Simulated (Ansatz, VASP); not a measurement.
# One calculation of MgB2, two programs

```
Mg B
1.0
     3.06167    0.00000    0.00000
    -1.53083    2.65148    0.00000
     0.00000    0.00000    3.50456
Mg B
1 2
Direct
  0.00000 0.00000 0.00000
  0.66667 0.33333 0.50000
  0.33333 0.66667 0.50000
```

Alike in both runs: task single point; functional PBEsol; k mesh 15 × 15 × 12; occupations gaussian, width 0.1 eV; no spin polarisation.

|  | VASP | Ansatz |
| --- | --- | --- |
| version | VASP 6.6.1 | Ansatz 0.2.0 |
| potentials or method | VASP PAW PBE potentials, release 64 (Mg, B), cutoff 600 eV | scalar-relativistic, all-electron LAPW |

|  | VASP | Ansatz | Ansatz less VASP |
| --- | --- | --- | --- |
| gap on the k mesh at the Fermi level (eV) | none | none | - |
| pressure (GPa) | 0.0 | -0.1 | -0.04 |
| traceless stress, the component that is largest in VASP (GPa) | -0.17 | 0.02 | +0.191 |

VASP's potentials were made for PBE, not for PBEsol. A gap of «none» marks a metal or a gap that the smearing closes. Ansatz ran all-electron here, and VASP with PAW potentials.
